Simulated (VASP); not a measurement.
A run of VASP 6.6.1 is set up as follows.

The input INCAR:

```
SYSTEM = GaAs
ALGO     = Normal         ! electronic algorithm
EDIFF    = 1E-6           ! SCF threshold, eV
ENCUT    = 500            ! plane-wave cutoff, eV
GGA      = PE             ! functional
GGA_COMPAT= .FALSE.      
ISIF     = 2              ! what is computed and relaxed
ISMEAR   = 0              ! smearing method
LASPH    = .TRUE.         ! aspherical terms in the spheres
LCHARG   = .FALSE.        ! write CHGCAR
LREAL    = .FALSE.        ! projectors in reciprocal space
LWAVE    = .FALSE.        ! write WAVECAR
NBANDS   = 16             ! bands
NELM     = 120            ! most SCF steps
PREC     = Accurate       ! precision mode
SIGMA    = 0.03           ! smearing width, eV
```

File KPOINTS:

```
k-points
0
G
  10 10 10
  0 0 0
```

POSCAR

```
GaAs
1.0
    0.0000000000      2.9445095741      2.9445095741
    2.9445095741      0.0000000000      2.9445095741
    2.9445095741      2.9445095741      0.0000000000
Ga As
1 1
Direct
    0.0000000000      0.0000000000      0.0000000000
    0.7500000000      0.7500000000      0.7500000000
```

Potentials or basis: VASP PAW PBE potentials, release 64 (Ga_d, As).

Launch:

```sh
$ cat potpaw_PBE.64/Ga_d/POTCAR potpaw_PBE.64/As/POTCAR > POTCAR
$ mpirun -np 1 vasp_std > vasp.out
```

**Question.** Estimate the pressure.

**Answer.** -3.6 GPa.

**Question.** Estimate the band gap on the k mesh.

**Answer.** Zero (filled and empty bands touch).

Caveat: the cell differs from its parent crystal (strain +0.025 along x and y, +0.025 along z).
